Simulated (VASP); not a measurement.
Write the native input for VASP 6.6.1 that does the following.

```
Task                   : single point
Functional             : PBE
Potentials or basis    : VASP PAW PBE potentials, release 64 (Al, As)
Cutoff                 : 500 eV
k mesh                 : 8 × 8 × 8
Occupations            : tetrahedron
Spin                   : no spin polarisation
Dipole correction      : no
Further INCAR settings : ALGO = Normal; EDIFF = 1e-06; NBANDS = 11
```

The structure of AlAs lies in POSCAR:

```
AlAs
1.0
    0.0000000000      2.8304000400      2.8304000400
    2.8304000400      0.0000000000      2.8304000400
    2.8304000400      2.8304000400      0.0000000000
Al As
1 1
Direct
    0.0000000000      0.0000000000      0.0000000000
    0.7500000000      0.7500000000      0.7500000000
```

One way to write it, as run:

INCAR

```
PREC = Accurate
ENCUT = 500
EDIFF = 1E-6
ISMEAR = -5
SIGMA = 0.1
LREAL = False
LASPH = True
NELM = 120
ALGO = Normal
ISIF = 2
LWAVE = False
LCHARG = True
GGA = PE
LELF = True
LVHAR = True
NBANDS = 11
GGA_COMPAT = False
```

KPOINTS

```
regular mesh
0
Gamma
  8 8 8
```

Potentials or basis: VASP PAW PBE potentials, release 64 (Al, As).

Command:

```sh
$ cat potpaw_PBE.64/Al/POTCAR potpaw_PBE.64/As/POTCAR > POTCAR
$ mpirun -np 1 vasp_std > vasp.out
```

Results of the run:

```json
{
  "Pressure": "2.8 GPa",
  "Band gap on the k mesh": "1.43 eV (least direct gap 2.06 eV)"
}
```

Wall time 16 s on 1 thread of Intel(R) Xeon(R) 6975P-C (Granite Rapids), with other jobs on the host, peak memory 0.16 GiB.
